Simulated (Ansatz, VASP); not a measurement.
## Ti in VASP and in Ansatz

```xyz
1
Lattice="0.0000 2.2502 1.7848 2.2502 0.0000 1.7848 2.2502 2.2502 0.0000" Properties=species:S:1:pos:R:3 pbc="T T T"
Ti    0.0000    0.0000    0.0000
```

Alike in both runs: task single point; functional PBE; k mesh 20 × 20 × 20; occupations gaussian, width 0.15 eV; no spin polarisation.

```csv
,VASP,Ansatz
version,VASP 6.6.1,Ansatz 0.2.0
potentials or method,"VASP PAW PBE potentials, release 64 (Ti_sv), cutoff 520 eV","scalar-relativistic, plane waves, PAW"
valence electrons in the cell,12,12
```

|  | VASP | Ansatz | Ansatz less VASP |
| --- | --- | --- | --- |
| gap on the k mesh at the Fermi level (eV) | none | none | - |
| pressure (GPa) | -4.4 | -4.2 | +0.17 |
| traceless stress, the component that is largest in VASP (GPa) | 1.68 | 1.67 | -0.004 |

A gap of «none» marks a metal or a gap that the smearing closes.
